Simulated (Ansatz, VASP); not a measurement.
# One calculation of Al, two programs

File INCAR:

```
SYSTEM = Al
ALGO = Fast ; EDIFF = 1E-7
ENCUT = 520 ; GGA = PS
ISIF = 2 ; ISMEAR = 0
IVDW = 12 ; LASPH = .TRUE.
LCHARG = .TRUE. ; LELF = .TRUE.
LREAL = .FALSE. ; LVHAR = .TRUE.
LWAVE = .FALSE. ; NBANDS = 8
NELM = 80 ; PREC = Accurate
SIGMA = 0.15
```

KPOINTS

```
k-points
0
G
  28 28 28
  0 0 0
```

POSCAR

```
Al
1.0
    0.0000000000      2.0915697753      1.7778343090
    2.0915697753      0.0000000000      1.7778343090
    2.0915697753      2.0915697753      0.0000000000
Al
1
Direct
    0.0000000000      0.0000000000      0.0000000000
```

Input for Ansatz:

```yaml
crystal:
  lattice:
    - [0.0, 2.0915697753, 1.777834309]
    - [2.0915697753, 0.0, 1.777834309]
    - [2.0915697753, 2.0915697753, 0.0]
  atoms:
    - { symbol: Al, position: [0.0, 0.0, 0.0] }
basis:
  ecutwfc: 420
kpoints:
  mp_grid: { grid: [28, 28, 28] }
hamiltonian:
  xc: pbesol
  dispersion: d3bj
scf:
  occupations: { method: gaussian, width: 0.15 }
output:
  forces: true
  stress: true
  eigenvalues: true
```

Alike in both runs: task single point; functional PBEsol; dispersion D3(BJ); k mesh 28 × 28 × 28; occupations gaussian, width 0.15 eV; no spin polarisation.

|  | VASP | Ansatz |
| --- | --- | --- |
| version | VASP 6.6.1 | Ansatz 0.2.0 |
| potentials or method | VASP PAW PBE potentials, release 64 (Al), cutoff 520 eV | scalar-relativistic, plane waves, PAW |
| valence electrons in the cell | 3 | 3 |

VASP gave:

- gap on the k mesh at the Fermi level (eV): none
- pressure (GPa): 1.3
- traceless stress, the component that is largest in VASP (GPa): 5.77

Question: Which values does Ansatz return?

Answer: gap on the k mesh at the Fermi level (eV): none; pressure (GPa): 1.2; traceless stress, the component that is largest in VASP (GPa): 5.75.

VASP's potentials were made for PBE, not for PBEsol. A gap of «none» marks a metal or a gap that the smearing closes.
